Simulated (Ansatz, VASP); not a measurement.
## Two plane-wave programs on TiSi2

Contents of INCAR:

```
SYSTEM = TiSi2
ALGO = Normal
EDIFF = 1E-6
EDIFFG = -0.01
ENCUT = 600
GGA = CA
IBRION = 2
ISIF = 3
ISMEAR = -1
LASPH = .TRUE.
LCHARG = .FALSE.
LREAL = .FALSE.
LWAVE = .FALSE.
NELM = 100
NSW = 60
PREC = Accurate
SIGMA = 0.05
```

The input KPOINTS:

```
k-points
0
G
  8 8 8
  0 0 0
```

File POSCAR:

```
TiSi2
1.0
    1.7651050250     -6.7592815350      0.0000000000
    1.7651050250      6.7592815350      0.0000000000
    0.0000000000      0.0000000000      3.5651739700
Ti Si
2 4
Direct
    0.1031180800      0.8968819200      0.2500000000
    0.8968819200      0.1031180800      0.7500000000
    0.7503148200      0.2496851800      0.2500000000
    0.2496851800      0.7503148200      0.7500000000
    0.4417485500      0.5582514500      0.2500000000
    0.5582514500      0.4417485500      0.7500000000
```

The input input.yaml:

```yaml
crystal:
  lattice:
    - [1.765105025, -6.759281535, 0.0]
    - [1.765105025, 6.759281535, 0.0]
    - [0.0, 0.0, 3.56517397]
  atoms:
    - { symbol: Ti, position: [0.10311808, 0.89688192, 0.25] }
    - { symbol: Ti, position: [0.89688192, 0.10311808, 0.75] }
    - { symbol: Si, position: [0.75031482, 0.24968518, 0.25] }
    - { symbol: Si, position: [0.24968518, 0.75031482, 0.75] }
    - { symbol: Si, position: [0.44174855, 0.55825145, 0.25] }
    - { symbol: Si, position: [0.55825145, 0.44174855, 0.75] }
hamiltonian:
  xc: lda
  pseudopotentials: { kind: paw }
kpoints:
  mp_grid: { grid: [8, 8, 8] }
scf:
  occupations: { method: fermi_dirac, width: 0.05 }
output:
  forces: true
  stress: true
  eigenvalues: true
  write_density: true
  write_potential: true
  elf: true
  volumetric_format: npy
relax:
  f_tol: 0.01
  max_steps: 40
  cell: { stress_tol: 0.05 }
```

Alike in both runs: task relaxation of cell and atoms; functional LDA; k mesh 8 × 8 × 8; occupations fermi-dirac, width 0.05 eV; no spin polarisation.

```csv
,VASP,Ansatz
version,VASP 6.6.1,Ansatz 0.2.0
potentials or method,"VASP PAW LDA potentials, release 64 (Ti_sv, Si)",Ansatz PAW
plane-wave cutoff (eV),600,420
valence electrons in the cell,40,40
```

Ansatz gave:

| Item | Value |
| --- | --- |
| gap on the k mesh at the Fermi level, each at its own relaxed structure (eV) | none |
| relaxed volume (Å³/atom) | 13.60 |
| relaxed cell length with the largest relative difference (Å) | 3.531 |

Question: Which values does VASP return?

Answer: gap on the k mesh at the Fermi level, each at its own relaxed structure (eV): none; relaxed volume (Å³/atom): 13.62; relaxed cell length with the largest relative difference (Å): 3.532.

LDA's correlation is that of Perdew and Zunger in VASP and of Perdew and Wang (1992) in Ansatz. A gap of «none» marks a metal or a gap that the smearing closes.

Noted on Ansatz's run: the plane-wave basis is chosen anew once the cell has moved, so the energies of steps on either side of that aren't comparable.
